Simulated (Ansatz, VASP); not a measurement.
**Mg2Si: VASP beside Ansatz**

```
Mg Si
1.0
     0.00000    3.16897    3.16897
     3.16897    0.00000    3.16897
     3.16897    3.16897    0.00000
Mg Si
2 1
Direct
  0.25000 0.25000 0.25000
  0.75000 0.75000 0.75000
  0.00000 0.00000 0.00000
```

Alike in both runs: task single point; functional r2SCAN; k mesh 8 × 8 × 8; no spin polarisation.

|  | VASP | Ansatz |
| --- | --- | --- |
| version | VASP 6.6.1 | Ansatz 0.2.0 |
| potentials or method | VASP PAW PBE potentials, release 64 (Mg, Si) | plane waves, PAW |
| plane-wave cutoff (eV) | 660 | 500 |
| occupations | gaussian, width 0.01 eV | fixed |
| valence electrons in the cell | 8 | 24 |

Ansatz gave:

* gap on the k mesh at the Fermi level (eV): 0.45
* pressure (GPa): 0.0

Q: Which values does VASP return?

A: gap on the k mesh at the Fermi level (eV): 0.45; pressure (GPa): -0.3.

VASP's potentials were made for PBE, not for r2SCAN. VASP's potentials hold 8 valence electrons a cell and Ansatz's 24, so a difference there can come from the potentials and not from the codes.
